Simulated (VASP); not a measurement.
# Al3Cl (Pm-3m) in VASP: a series of runs

The runs below take Al3Cl through single point, relaxation of cell and atoms, with PBE.

Program: VASP 6.6.1. These are calculated values, not measurements. Logs are shortened: lines on timing, memory, paths and dates and some standing lists are left out, and cuts for length are marked.

**1. The cell of the first run**

The structure is cubic, space group Pm-3m (No. 221). The conventional cell has a = 4.303 Å, b = 4.303 Å, c = 4.303 Å, α = 90.00°, β = 90.00°, γ = 90.00°. Al (site symmetry 4/mmm) has 8 Al at 3.04 Å and 4 Cl at 3.04 Å within 4.0 Å. Within 4.0 Å of Cl (site symmetry m-3m) lie 12 Al at 3.04 Å.

**2. Single point, PBE**

Input file INCAR:

```
SYSTEM = Al3Cl
PREC = Accurate
ENCUT = 520
EDIFF = 1E-6
ISMEAR = 0
SIGMA = 0.1
LREAL = .False.
LASPH = .True.
NELM = 80
ALGO = Normal
ISIF = 2
LWAVE = .False.
LCHARG = .True.
GGA = PE
LELF = .True.
LVHAR = .True.
NBANDS = 16
```

Input file KPOINTS:

```
Automatic mesh
0
Gamma
  4 4 4
  0 0 0
```

Input file POSCAR:

```
Al3Cl
1.0
    4.3025038100      0.0000000000      0.0000000000
    0.0000000000      4.3025038100      0.0000000000
    0.0000000000      0.0000000000      4.3025038100
Al Cl
3 1
Direct
    0.5000000000      0.5000000000      0.0000000000
    0.5000000000      0.0000000000      0.5000000000
    0.0000000000      0.5000000000      0.5000000000
    0.0000000000      0.0000000000      0.0000000000
```

Potentials or basis: VASP PAW PBE potentials, release 64 (Al, Cl).

Run with:

```sh
$ cat potpaw_PBE.64/Al/POTCAR potpaw_PBE.64/Cl/POTCAR > POTCAR
$ mpirun -np 1 vasp_std > vasp.out
```

OUTCAR:

```text
SYSTEM = Al3Cl
   PREC = Accurate
   ENCUT = 520
   EDIFF = 1E-6
   ISMEAR = 0
   LREAL = .False.
   LASPH = .True.
   NELM = 80
   ISIF = 2
   GGA = PE

 ion  position               nearest neighbor table
   1  0.500  0.500  0.000-   2 3.04   3 3.04   2 3.04   3 3.04   2 3.04   2 3.04   3 3.04   3 3.04

   2  0.500  0.000  0.500-   1 3.04   3 3.04   1 3.04   1 3.04   3 3.04   1 3.04   3 3.04   3 3.04

   3  0.000  0.500  0.500-   1 3.04   2 3.04   1 3.04   2 3.04   1 3.04   2 3.04   1 3.04   2 3.04

   4  0.000  0.000  0.000-

  LATTYP: Found a simple cubic cell.
 ALAT       =     4.3025038100

  Lattice vectors:

 A1 = (   4.3025038100,   0.0000000000,   0.0000000000)
 A2 = (   0.0000000000,   4.3025038100,   0.0000000000)
 A3 = (   0.0000000000,   0.0000000000,   4.3025038100)

Analysis of symmetry for initial positions (statically):
=====================================================================
 Subroutine PRICEL returns:
 Original cell was already a primitive cell.

 Routine SETGRP: Setting up the symmetry group for a
 simple cubic supercell.

 Subroutine GETGRP returns: Found 48 space group operations
 (whereof 48 operations were pure point group operations)
 out of a pool of 48 trial point group operations.

The static configuration has the point symmetry O_h .

Analysis of symmetry for dynamics (positions and initial velocities):
=====================================================================
 Subroutine PRICEL returns:
 Original cell was already a primitive cell.

 Routine SETGRP: Setting up the symmetry group for a
 simple cubic supercell.

 Subroutine GETGRP returns: Found 48 space group operations
 (whereof 48 operations were pure point group operations)
 out of a pool of 48 trial point group operations.

The dynamic configuration has the point symmetry O_h .

 Subroutine INISYM returns: Found 48 space group operations
 (whereof 48 operations are pure point group operations),
 and found     1 'primitive' translations

----------------------------------------------------------------------------------------

                                     Primitive cell

  volume of cell :      79.6460

  direct lattice vectors                    reciprocal lattice vectors
     4.302503810  0.000000000  0.000000000     0.232422804  0.000000000  0.000000000
     0.000000000  4.302503810  0.000000000     0.000000000  0.232422804  0.000000000
     0.000000000  0.000000000  4.302503810     0.000000000  0.000000000  0.232422804

  length of vectors
     4.302503810  4.302503810  4.302503810     0.232422804  0.232422804  0.232422804

  position of ions in fractional coordinates (direct lattice)
     0.500000000  0.500000000  0.000000000
     0.500000000  0.000000000  0.500000000
     0.000000000  0.500000000  0.500000000
     0.000000000  0.000000000  0.000000000

  ion indices of the primitive-cell ions
   primitive index   ion index
                 1           1
                 2           2
                 3           3
                 4           4

----------------------------------------------------------------------------------------

 KPOINTS: Automatic mesh

Automatic generation of k-mesh.
 Grid dimensions read from file:
 generate k-points for:    4    4    4

 Generating k-lattice:

  Cartesian coordinates                     Fractional coordinates (reciprocal lattice)
     0.058105701  0.000000000  0.000000000     0.250000000  0.000000000  0.000000000
     0.000000000  0.058105701  0.000000000     0.000000000  0.250000000  0.000000000
     0.000000000  0.000000000  0.058105701     0.000000000  0.000000000  0.250000000

  Length of vectors
     0.058105701  0.058105701  0.058105701

  Shift w.r.t. Gamma in fractional coordinates (k-lattice)
     0.000000000  0.000000000  0.000000000

 Subroutine IBZKPT returns following result:
 ===========================================

 Found     10 irreducible k-points:

 Following reciprocal coordinates:
            Coordinates               Weight
  0.000000  0.000000  0.000000      1.000000
  0.250000  0.000000  0.000000      6.000000
  0.500000  0.000000  0.000000      3.000000
  0.250000  0.250000  0.000000     12.000000
  0.500000  0.250000  0.000000     12.000000
  0.500000  0.500000  0.000000      3.000000
  0.250000  0.250000  0.250000      8.000000
  0.500000  0.250000  0.250000     12.000000
  0.500000  0.500000  0.250000      6.000000
  0.500000  0.500000  0.500000      1.000000
   k-points           NKPTS =     10   k-points in BZ     NKDIM =     10   number of bands    NBANDS=     16
   number of dos      NEDOS =    301   number of ions     NIONS =      4
   total plane-waves  NPLWV =  32768
   dimension x,y,z NGX =    32 NGY =   32 NGZ =   32
   dimension x,y,z NGXF=    64 NGYF=   64 NGZF=   64
   ions per type =               3   1
   NGX,Y,Z   is equivalent  to a cutoff of  12.36, 12.36, 12.36 a.u.
   NGXF,Y,Z  is equivalent  to a cutoff of  24.73, 24.73, 24.73 a.u.
 SYSTEM =  Al3Cl
   PREC   = accura    normal or accurate (medium, high low for compatibility)
   ISTART =      0    job   : 0-new  1-cont  2-samecut
   ICHARG =      2    charge: 1-file 2-atom 10-const
   ISPIN  =      1    spin polarized calculation?
   LNONCOLLINEAR =      F non collinear calculations
   LSORBIT =      F    spin-orbit coupling
   LASPH  =      T    aspherical Exc in radial PAW
   ENCUT  =  520.0 eV  38.22 Ry    6.18 a.u.   8.00  8.00  8.00*2*pi/ulx,y,z
   NELM   =     80;   NELMIN=  2; NELMDL= -5     # of ELM steps
   EDIFF  = 0.1E-05   stopping-criterion for ELM
   LREAL  =      F    real-space projection
   EDIFFG = 0.1E-04   stopping-criterion for IOM
   NSW    =      0    number of steps for IOM
   IBRION =     -1    ionic relax: 0-MD 1-quasi-New 2-CG
   NFREE  =      0    steps in history (QN), initial steepest desc. (CG)
   ISIF   =      2    stress and relaxation
   ISYM   =      2    0-nonsym 1-usesym 2-fastsym
   POTIM  = 0.5000    time-step for ionic-motion
   TEBEG  =    0.0;   TEEND  =   0.0 temperature during run
   PSTRESS=    0.0 pullay stress
   NELECT =      16.0000    total number of electrons
   NUPDOWN=      -1.0000    fix difference up-down
   EMIN   =  10.00;   EMAX   =-10.00  energy-range for DOS
   EFERMI =   0.00;   METHOD = LEGACY
   ISMEAR =     0;   SIGMA  =   0.10  broadening in eV -4-tet -1-fermi 0-gaus
   EFERMI_NEDOS =   21; number of points for ismear=-14 and -15
   IALGO  =     38    algorithm
   IMIX   =      4    mixing-type and parameters
     AMIX     =   0.40;   BMIX     =  1.00
     AMIX_MAG =   1.60;   BMIX_MAG =  1.00
  volume/ion in A,a.u.               =      19.91       134.37
  Fermi-wavevector in a.u.,A,eV,Ry     =   0.958798  1.811865 12.507736  0.919293
  Thomas-Fermi vector in A             =   2.087937
   LORBIT       =      0    0 simple, 1 ext, 2 COOP (PROOUT), +10 PAW based schemes
   GGA     = PE    functional components
   LHFCALC =     F    Hartree Fock is set to
   AEXX    =    0.0000 exact exchange contribution
   IVDW    =     0    specifies the selected vdW correction
   LEPSILON=     F    determine dielectric tensor
   LRPA    =     F    only Hartree local field effects (RPA)
 non-spin polarized calculation
 Gauss-broadening in eV      SIGMA  =   0.10
  energy-cutoff  :      520.00
  volume of cell :       79.65
 maximum number of plane-waves:      2176
 NGX is ok and might be reduce to    32
   NGX = 15   NGY = 15   NGZ = 15

 number of electron      16.0000001 magnetization

 Free energy of the ion-electron system (eV)
  ---------------------------------------------------
  ext. energy  EPLUGINS =         0.00000000
  ---------------------------------------------------
  free energy    TOTEN  =       -11.80846781 eV

  energy without entropy =      -11.77012460  energy(sigma->0) =      -11.78929621

 E-fermi :   6.2285     XC(G=0):  -9.5954

 val. band max:        6.2168607664   @ k =   0.5000   0.5000   0.2500
 cond. band min:       6.2546105382   @ k =   0.2500   0.2500   0.0000
 fundamental gap:      0.0377497719
 Fermi energy:         6.2285477541

 k-point     1 :       0.0000    0.0000    0.0000
  band No.  band energies     occupation
      1     -10.7108      2.00000
      2      -1.5762      2.00000
      3       0.6426      2.00000
      4       0.6426      2.00000
      5       0.6426      2.00000
      6       4.6399      2.00000
[... 8 lines left out ...]
     15      11.4596      0.00000
     16      11.4596      0.00000

 k-point     2 :       0.2500    0.0000    0.0000
  band No.  band energies     occupation
      1     -10.6486      2.00000
      2      -1.9548      2.00000
      3       0.7133      2.00000
      4       0.8033      2.00000
      5       0.8033      2.00000
      6       4.0351      2.00000
[... 8 lines left out ...]
     15      11.9414      0.00000
     16      13.4712      0.00000

 k-point     3 :       0.5000    0.0000    0.0000
  band No.  band energies     occupation
      1     -10.5838      2.00000
      2      -2.3428      2.00000
      3       0.9881      2.00000
      4       0.9881      2.00000
      5       1.1475      2.00000
      6       2.9471      2.00000
[... 8 lines left out ...]
     15      12.7374      0.00000
     16      12.7374      0.00000

 k-point     4 :       0.2500    0.2500    0.0000
  band No.  band energies     occupation
      1     -10.5926      2.00000
      2      -1.8373      2.00000
      3      -0.4100      2.00000
      4       0.9445      2.00000
      5       1.8913      2.00000
      6       3.2010      2.00000
[... 8 lines left out ...]
     15      11.3331      0.00000
     16      12.6543      0.00000

 k-point     5 :       0.5000    0.2500    0.0000
  band No.  band energies     occupation
      1     -10.5347      2.00000
      2      -1.9178      2.00000
      3      -0.4822      2.00000
      4       1.1030      2.00000
      5       1.8031      2.00000
      6       2.8082      2.00000
[... 8 lines left out ...]
     15      11.8616      0.00000
     16      13.0341      0.00000

 k-point     6 :       0.5000    0.5000    0.0000
  band No.  band energies     occupation
      1     -10.4840      2.00000
      2      -1.1144      2.00000
      3      -1.1144      2.00000
      4       0.3266      2.00000
      5       1.2287      2.00000
      6       4.5738      2.00000
[... 8 lines left out ...]
     15      14.1760      0.00000
     16      14.3267      0.00000

 k-point     7 :       0.2500    0.2500    0.2500
  band No.  band energies     occupation
      1     -10.5421      2.00000
      2      -1.6216      2.00000
      3      -0.1144      2.00000
      4      -0.1144      2.00000
      5       2.2573      2.00000
      6       3.9478      2.00000
[... 8 lines left out ...]
     15      12.4257      0.00000
     16      13.9492      0.00000

 k-point     8 :       0.5000    0.2500    0.2500
  band No.  band energies     occupation
      1     -10.4900      2.00000
      2      -1.5073      2.00000
      3      -0.4340      2.00000
      4       0.2971      2.00000
      5       1.8261      2.00000
      6       3.0847      2.00000
[... 8 lines left out ...]
     15      13.1537      0.00000
     16      13.6026      0.00000

 k-point     9 :       0.5000    0.5000    0.2500
  band No.  band energies     occupation
      1     -10.4441      2.00000
      2      -0.7669      2.00000
      3      -0.7669      2.00000
      4       0.3550      2.00000
      5       0.8100      2.00000
      6       3.2798      2.00000
[... 8 lines left out ...]
     15      13.8633      0.00000
     16      14.7575      0.00000

 k-point    10 :       0.5000    0.5000    0.5000
  band No.  band energies     occupation
      1     -10.4033      2.00000
      2      -0.2323      2.00000
      3      -0.2323      2.00000
      4      -0.2323      2.00000
      5       2.1002      2.00000
      6       2.1002      2.00000
[... 8 lines left out ...]
     15      15.8428      0.00000
     16      15.8428      0.00000

------------------------ aborting loop because EDIFF is reached ----------------------------------------

  FORCE on cell =-STRESS in cart. coord.  units (eV):
  Direction    XX          YY          ZZ          XY          YZ          ZX
  --------------------------------------------------------------------------------------
  -------------------------------------------------------------------------------------
  Total        0.3504518      0.3504518      0.3504518      0.0000000      0.0000000     -0.0000000
  in kB        7.0497715      7.0497715      7.0497715      0.0000000      0.0000000     -0.0000000
  external PRESSURE =       7.0497715 kB  Pullay stress =       0.0000000 kB

 VOLUME and BASIS-vectors are now :
 -----------------------------------------------------------------------------
  energy-cutoff  :      520.00
  volume of cell :       79.65
      direct lattice vectors                 reciprocal lattice vectors
     4.302503810  0.000000000  0.000000000     0.232422804  0.000000000  0.000000000
     0.000000000  4.302503810  0.000000000     0.000000000  0.232422804  0.000000000
     0.000000000  0.000000000  4.302503810     0.000000000  0.000000000  0.232422804

 POSITION                                       TOTAL-FORCE (eV/Angst)
 -----------------------------------------------------------------------------------
      2.15125      2.15125      0.00000         0.000000      0.000000      0.000000
      2.15125      0.00000      2.15125         0.000000      0.000000      0.000000
      0.00000      2.15125      2.15125         0.000000      0.000000      0.000000
      0.00000      0.00000      0.00000         0.000000      0.000000      0.000000
 -----------------------------------------------------------------------------------
    total drift:                               -0.000000      0.000000     -0.000000

  FREE ENERGIE OF THE ION-ELECTRON SYSTEM (eV)
  ---------------------------------------------------
  free  energy   TOTEN  =       -11.8084678108 eV

  energy  without entropy=      -11.7701246007  energy(sigma->0) =      -11.78929621
```

Run time: 12 s. Hardware: 1 thread of Intel Xeon Platinum 8375C at 2.90GHz (Ice Lake), shared host; peak memory 0.17 GiB.

What came out:

| Quantity | Value |
| --- | --- |
| Free energy | -11.8085 eV |
| Pressure | 0.7 GPa |
| Band gap on the k mesh | zero (band 8 reaches 6.60 eV, above the bottom of band 9 at 6.18 eV) |

Levels at points of the mesh, in eV from the Fermi level:
```tsv
k point	band 5	band 6	band 7	band 8	band 9	band 10	band 11	band 12
(0.00, 0.00, 0.00)	-5.59	-1.59	-1.59	0.37	0.37	0.37	3.79	4.84
(0.50, 0.00, 0.00)	-5.08	-3.28	-0.55	-0.55	0.11	0.60	3.11	3.11
(0.50, 0.50, 0.00)	-5.00	-1.65	-1.65	-1.60	1.28	1.32	1.32	2.23
(0.50, 0.50, 0.50)	-4.13	-4.13	-4.13	-3.79	1.64	1.64	1.64	6.38
```

Caveat: the k points lie up to 0.37 Å⁻¹ apart.

**3. Single point, PBE**

This run uses another cell than the first one, of 20.44 Å³/atom, 1.026 times its volume.

Input file INCAR:

```
PREC = Accurate ; ENCUT = 520
EDIFF = 1E-7 ; ISMEAR = 0
SIGMA = 0.1 ; LREAL = F
LASPH = T ; NELM = 60
ALGO = Normal ; ISIF = 2
LWAVE = F ; LCHARG = F
GGA = PE ; NBANDS = 16
```

Input file KPOINTS:

```
regular mesh
0
Gamma
  12 12 12
```

Input file POSCAR:

```
Al3Cl
1.0
    4.3400951977      0.0000000000      0.0000000000
    0.0000000000      4.3400951977      0.0000000000
    0.0000000000      0.0000000000      4.3400951977
Al Cl
3 1
Direct
    0.5000000000      0.5000000000      0.0000000000
    0.5000000000      0.0000000000      0.5000000000
    0.0000000000      0.5000000000      0.5000000000
    0.0000000000      0.0000000000      0.0000000000
```

Potentials or basis: VASP PAW PBE potentials, release 64 (Al, Cl).

Run with:

```sh
$ cat potpaw_PBE.64/Al/POTCAR potpaw_PBE.64/Cl/POTCAR > POTCAR
$ mpirun -np 1 vasp_std > vasp.out
```

OUTCAR:

```text
PREC = Accurate
   ENCUT = 520
   EDIFF = 1E-7
   ISMEAR = 0
   LREAL = F
   LASPH = T
   NELM = 60
   ISIF = 2
   GGA = PE

 ion  position               nearest neighbor table
   1  0.500  0.500  0.000-   2 3.07   3 3.07   2 3.07   3 3.07   2 3.07   2 3.07   3 3.07   3 3.07

   2  0.500  0.000  0.500-   1 3.07   3 3.07   1 3.07   1 3.07   3 3.07   1 3.07   3 3.07   3 3.07

   3  0.000  0.500  0.500-   1 3.07   2 3.07   1 3.07   2 3.07   1 3.07   2 3.07   1 3.07   2 3.07

   4  0.000  0.000  0.000-
[... 648 lines left out ...]
     15      11.6014      0.00000
     16      13.5781      0.00000

 [... further k-points ...]
[... 5 lines left out ...]
  --------------------------------------------------------------------------------------
  -------------------------------------------------------------------------------------
  Total        0.0109111      0.0109111      0.0109111      0.0000000      0.0000000      0.0000000
  in kB        0.2138372      0.2138372      0.2138372      0.0000000      0.0000000      0.0000000
  external PRESSURE =       0.2138372 kB  Pullay stress =       0.0000000 kB

 VOLUME and BASIS-vectors are now :
 -----------------------------------------------------------------------------
  energy-cutoff  :      520.00
  volume of cell :       81.75
      direct lattice vectors                 reciprocal lattice vectors
     4.340095198  0.000000000  0.000000000     0.230409693  0.000000000  0.000000000
     0.000000000  4.340095198  0.000000000     0.000000000  0.230409693  0.000000000
     0.000000000  0.000000000  4.340095198     0.000000000  0.000000000  0.230409693

 POSITION                                       TOTAL-FORCE (eV/Angst)
 -----------------------------------------------------------------------------------
      2.17005      2.17005      0.00000         0.000000      0.000000      0.000000
      2.17005      0.00000      2.17005         0.000000      0.000000      0.000000
      0.00000      2.17005      2.17005         0.000000      0.000000      0.000000
      0.00000      0.00000      0.00000         0.000000      0.000000      0.000000
 -----------------------------------------------------------------------------------
    total drift:                               -0.000000      0.000000     -0.000000

  FREE ENERGIE OF THE ION-ELECTRON SYSTEM (eV)
  ---------------------------------------------------
  free  energy   TOTEN  =       -12.0491595842 eV

  energy  without entropy=      -12.0390421121  energy(sigma->0) =      -12.04410085
```

stdout:

```text
POSCAR found type information on POSCAR AlCl
 POSCAR found :  2 types and       4 ions
 scaLAPACK will be used
 LDA part: xc-table for (Slater+PW92), standard interpolation
 POSCAR, INCAR and KPOINTS ok, starting setup
 FFT: planning ... GRIDC
 FFT: planning ... GRID_SOFT
 FFT: planning ... GRID
 WAVECAR not read
 entering main loop
```

It took 53 s on 1 thread of Intel Xeon Platinum 8375C at 2.90GHz (Ice Lake), shared host; peak memory 0.22 GiB.

Results:

```
Free energy            : -12.0492 eV
Pressure               : 0.0 GPa
Band gap on the k mesh : zero (band 8 reaches 6.31 eV, above the bottom of band 9 at 5.38 eV)
```

Levels at points of the mesh, in eV from the Fermi level:
```csv
k point,band 6,band 7,band 8,band 9,band 10,band 11
"(0.00, 0.00, 0.00)",-1.55,-1.55,0.38,0.38,0.38,3.80
"(0.50, 0.00, 0.00)",-3.20,-0.48,-0.48,0.03,0.71,3.09
"(0.50, 0.50, 0.00)",-1.66,-1.66,-1.51,1.31,1.39,1.39
"(0.50, 0.50, 0.50)",-4.06,-4.06,-3.70,1.62,1.62,1.62
```

[end of part 1 of 2]
